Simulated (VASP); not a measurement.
Here is a VASP 6.6.1 calculation.

File INCAR:

```
SYSTEM = Hf5C3
ALGO = Normal ; EDIFF = 1E-6
EDIFFG = -0.08 ; ENCUT = 600
GGA = PE ; IBRION = 2
ISIF = 3 ; ISMEAR = 0
LASPH = .TRUE. ; LCHARG = .FALSE.
LREAL = .FALSE. ; LWAVE = .FALSE.
NELM = 100 ; NSW = 36
PREC = Accurate ; SIGMA = 0.2
```

The input KPOINTS:

```
k-points
0
G
  4 4 4
  0 0 0
```

Contents of POSCAR:

```
Hf5C3
1.0
   -3.1986007900      3.1986007900      3.1986007900
    3.1986007900     -3.1986007900      3.1986007900
    3.1986007900      3.1986007900     -3.1986007900
Hf C
5 3
Direct
    0.0000000000      0.0000000000      0.0000000000
    0.4689137300      0.4689137300      0.4689137300
    0.0000000000      0.0000000000      0.5310862700
    0.0000000000      0.5310862700      0.0000000000
    0.5310862700      0.0000000000      0.0000000000
    0.0000000000      0.5000000000      0.5000000000
    0.5000000000      0.0000000000      0.5000000000
    0.5000000000      0.5000000000      0.0000000000
```

Potentials or basis: VASP PAW PBE potentials, release 64 (Hf_pv, C).

Run with:

```bash
$ cat potpaw_PBE.64/Hf_pv/POTCAR potpaw_PBE.64/C/POTCAR > POTCAR
$ mpirun -np 1 vasp_std > vasp.out
```

(1) What does it give for the relaxed cell?

(2) Predict the relaxed volume.

(3) Estimate the band gap on the k mesh.

(4) Predict the space group after relaxing (to 0.1 Å).

## Answers

(1) a = 5.312 Å, b = 5.312 Å, c = 5.312 Å, α = 109.47°, β = 109.47°, γ = 109.47°.

(2) 14.42 Å³/atom.

(3) zero (bands 31 and 32 overlap by 1.12 eV).

(4) Im-3m (No. 229).

Caveat: spin-orbit coupling is left out, which moves the levels of the heavy elements.
